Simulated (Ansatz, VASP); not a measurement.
# Two plane-wave programs on LiCl

```
Li Cl
1.0
     0.00000    2.55603    2.55603
     2.55603    0.00000    2.55603
     2.55603    2.55603    0.00000
Li Cl
1 1
Cartesian
  0.0000 0.0000 0.0000
  2.5560 2.5560 2.5560
```

Alike in both runs: task single point; functional r2SCAN; k mesh 5 × 5 × 5; no spin polarisation.

|  | VASP | Ansatz |
| --- | --- | --- |
| version | VASP 6.6.1 | Ansatz 0.2.0 |
| potentials or method | VASP PAW PBE potentials, release 64 (Li_sv, Cl) | plane waves |
| plane-wave cutoff (eV) | 520 | 500 |
| occupations | gaussian, width 0.01 eV | fixed |
| valence electrons in the cell | 10 | 10 |

|  | VASP | Ansatz | Ansatz less VASP |
| --- | --- | --- | --- |
| gap on the k mesh at the Fermi level (eV) | 7.36 | 7.29 | -0.069 |

VASP's potentials were made for PBE, not for r2SCAN.

The k mesh is coarse, so the values compare programs but aren't converged. Noted on VASP's run: the cutoff is short for stress, so the pressure is rough.
